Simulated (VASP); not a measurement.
Si2O: single point with PBE

The system is Si2O.

```xyz
3
Lattice="3.9003 0.0000 0.0000 -1.9502 3.3778 0.0000 0.0000 0.0000 2.9823" Properties=species:S:1:pos:R:3 pbc="T T T"
O     0.0000    0.0000    0.0000
Si    0.0000    2.2519    1.4911
Si    1.9502    1.1259    1.4911
```

| Quantity | Value |
| --- | --- |
| Program | VASP 6.6.1 |
| Task | single point |
| Functional | PBE |
| Potentials or basis | VASP PAW PBE potentials, release 64 (O, Si) |
| Cutoff | 520 eV |
| k mesh | 12 × 12 × 6 |
| Occupations | methfessel-paxton, width 0.0159 eV |
| Spin | no spin polarisation |
| Dipole correction | no |
| Further INCAR settings | ALGO = Normal; EDIFF = 1e-06; NBANDS = 14 |

```
Pressure               : 4.8 GPa
Band gap on the k mesh : zero (bands 7 and 8 overlap by 1.72 eV)
```

Levels at points of the mesh, in eV from the Fermi level:
| k point | band 3 | band 4 | band 5 | band 6 | band 7 | band 8 | band 9 | band 10 | band 11 | band 12 |
| --- | --- | --- | --- | --- | --- | --- | --- | --- | --- | --- |
| (0.00, 0.00, 0.00) | -3.30 | -3.30 | -2.04 | -2.04 | -1.79 | -0.27 | 4.33 | 5.42 | 6.05 | 6.05 |
| (0.50, 0.00, 0.00) | -7.15 | -5.10 | -1.34 | -0.45 | 0.60 | 1.84 | 4.49 | 6.93 | 7.00 | 9.10 |
| (0.00, 0.00, 0.50) | -3.91 | -2.23 | -2.23 | -1.18 | -0.53 | -0.53 | 3.36 | 3.66 | 3.92 | 3.92 |
| (0.50, 0.00, 0.50) | -6.82 | -5.51 | -2.68 | -1.94 | -1.80 | -0.99 | 1.66 | 5.61 | 7.72 | 10.02 |

Run time: 32 s on 1 thread of Intel Xeon 8259CL (shared host), peak memory 0.17 GiB.

Caveat: the cell stands under pressure.
